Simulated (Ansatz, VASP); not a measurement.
## Two plane-wave programs on AlNi

```
Al Ni
1.0
     2.89308    0.00000    0.00000
     0.00000    2.89308    0.00000
     0.00000    0.00000    2.89308
Al Ni
1 1
Direct
  0.00000 0.00000 0.00000
  0.54989 0.54989 0.54989
```

Change from the starting cell: all Ni atoms moved -0.250 Å, as atom 2 towards its neighbour atom 1 (Al) at 2.505 Å.

Alike in both runs: task single point; functional PBE; k mesh 20 × 20 × 20; occupations gaussian, width 0.15 eV; no spin polarisation.

|  | VASP | Ansatz |
| --- | --- | --- |
| version | VASP 6.6.1 | Ansatz 0.2.0 |
| potentials or method | VASP PAW PBE potentials, release 64 (Al, Ni), cutoff 520 eV | scalar-relativistic, plane waves, PAW |
| valence electrons in the cell | 13 | 21 |

|  | VASP | Ansatz | Ansatz less VASP |
| --- | --- | --- | --- |
| gap on the k mesh at the Fermi level (eV) | none | none | - |
| pressure (GPa) | 4.0 | 4.1 | +0.13 |
| traceless stress, the component that is largest in VASP (GPa) | 3.06 | 3.04 | -0.016 |
| rms of the force components (eV/Å) | 0.943 | 0.939 | -0.0042 |

Atom by atom the forces differ by 0.004 eV/Å (rms over components). A gap of «none» marks a metal or a gap that the smearing closes. VASP's potentials hold 13 valence electrons a cell and Ansatz's 21, so a difference there can come from the potentials and not from the codes.
